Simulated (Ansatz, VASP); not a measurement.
## One calculation of Ti, two programs

```
Ti
1.0
    -1.69792    1.69792    1.69792
     1.69792   -1.69792    1.69792
     1.69792    1.69792   -1.69792
Ti
1
Cartesian
  0.0000 0.0000 0.0000
```

Alike in both runs: task single point; functional PBE; k mesh 22 × 22 × 22; occupations gaussian, width 0.15 eV; no spin polarisation.

```csv
,VASP,Ansatz
version,VASP 6.6.1,Ansatz 0.2.0
potentials or method,"VASP PAW PBE potentials, release 64 (Ti_sv), cutoff 520 eV","scalar-relativistic, plane waves, PAW"
valence electrons in the cell,12,12
```

Ansatz gave:

* gap on the k mesh at the Fermi level (eV): none
* pressure (GPa): -10.7

Question: What did VASP give for the same quantities?

Answer: gap on the k mesh at the Fermi level (eV): none; pressure (GPa): -10.8.

A gap of «none» marks a metal or a gap that the smearing closes. The functional is the same, so the differences come from potentials, cutoffs and numerics.
